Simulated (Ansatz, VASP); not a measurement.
## One calculation of SnO, two programs

The input INCAR:

```
SYSTEM = SnO
  ALGO = Normal
  EDIFF = 1E-8
  ENCUT = 520
  ISIF = 2
  ISMEAR = -1
  LASPH = .True.
  LCHARG = .False.
  LEFG = .True.
  LREAL = .False.
  LWAVE = .False.
  NBANDS = 28
  NELM = 100
  PREC = Accurate
  SIGMA = 0.02
```

KPOINTS

```
k-points
0
Gamma
  6 6 5
  0 0 0
```

POSCAR

```
SnO
1.0
    3.8020000000      0.0000000000      0.0000000000
    0.0000000000      3.8020000000      0.0000000000
    0.0000000000      0.0000000000      4.7876400000
Sn O
2 2
Direct
    0.0000000000      0.5000000000      0.2385000000
    0.5000000000      0.0000000000      0.7615000000
    0.0000000000      0.0000000000      0.0000000000
    0.5000000000      0.5000000000      0.0000000000
```

Input for Ansatz:

```yaml
crystal:
  lattice:
    - [3.802, 0.0, 0.0]
    - [0.0, 3.802, 0.0]
    - [0.0, 0.0, 4.78764]
  atoms:
    - { symbol: Sn, position: [0.0, 0.5, 0.2385] }
    - { symbol: Sn, position: [0.5, 0.0, 0.7615] }
    - { symbol: O, position: [0.0, 0.0, 0.0] }
    - { symbol: O, position: [0.5, 0.5, 0.0] }
kpoints:
  mp_grid: { grid: [6, 6, 5] }
scf:
  occupations: { method: fermi_dirac, width: 0.02 }
hamiltonian:
  xc: lda
  pseudopotentials: { kind: paw }
output:
  forces: true
  stress: true
  eigenvalues: true
  efg: { contact_densities: true }
```

Change from the starting cell: zz strain of -1 %, PAW files.

Alike in both runs: task electric field gradients; functional LDA; k mesh 6 × 6 × 5; occupations fermi-dirac, width 0.02 eV; no spin polarisation.

|  | VASP | Ansatz |
| --- | --- | --- |
| version | VASP 6.6.1 | Ansatz 0.2.0 |
| potentials or method | VASP PAW LDA potentials, release 64 (Sn_d, O) | PAW with Ansatz's default frozen-core files, scalar-relativistic |
| plane-wave cutoff (eV) | 520 | 420 |
| valence electrons in the cell | 40 | 40 |

Ansatz gave:

- pressure (GPa): -2.1
- traceless stress, the component that is largest in VASP (GPa): 0.45
- rms of the force components (eV/Å): 0.031
- size of Vzz on the site where it differs most (V/Å²): 169.0

Task: What did VASP give for the same quantities?

Result: Pressure (GPa): -1.7; traceless stress, the component that is largest in VASP (GPa): 0.46; rms of the force components (eV/Å): 0.014; size of Vzz on the site where it differs most (V/Å²): 163.5.

LDA's correlation is that of Perdew and Zunger in VASP and of Perdew and Wang (1992) in Ansatz. Atom by atom the forces differ by 0.045 eV/Å (rms over components).
